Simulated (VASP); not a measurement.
# Os: single point with PBEsol

Os:

```
Os
1.0
     2.63048    0.00000    0.00000
    -1.31524    2.27807    0.00000
     0.00000    0.00000    4.17171
Os
2
Direct
  0.33333 0.66667 0.25000
  0.66667 0.33333 0.75000
```

- Program: VASP 6.6.1
- Task: single point
- Functional: PBEsol
- Potentials or basis: VASP PAW PBE potentials, release 64 (Os)
- Cutoff: 520 eV
- k mesh: 16 × 16 × 9
- Occupations: fermi-dirac, width 0.05 eV
- Spin: no spin polarisation

* Pressure: 61.0 GPa
* Band gap on the k mesh: zero (band 8 reaches 13.64 eV, above the bottom of band 9 at 8.98 eV)

Levels at points of the mesh, in eV from the Fermi level:
```tsv
k point	band 4	band 5	band 6	band 7	band 8	band 9	band 10	band 11	band 12	band 13
(0.00, 0.00, 0.00)	-3.67	-3.41	-2.66	-2.66	-1.83	-1.83	-0.02	1.97	1.97	10.37
(0.50, 0.00, 0.00)	-4.21	-3.23	-3.03	-2.24	2.50	3.17	3.27	5.23	6.62	10.35
```

Wall time 40 s on 1 thread of AMD EPYC 9R45 (Zen 5), on a shared host, peak memory 0.14 GiB.

Caveat: the PAW data sets were made with another functional, which shifts forces and pressure a little; spin-orbit coupling is left out, which moves the levels of the heavy elements.
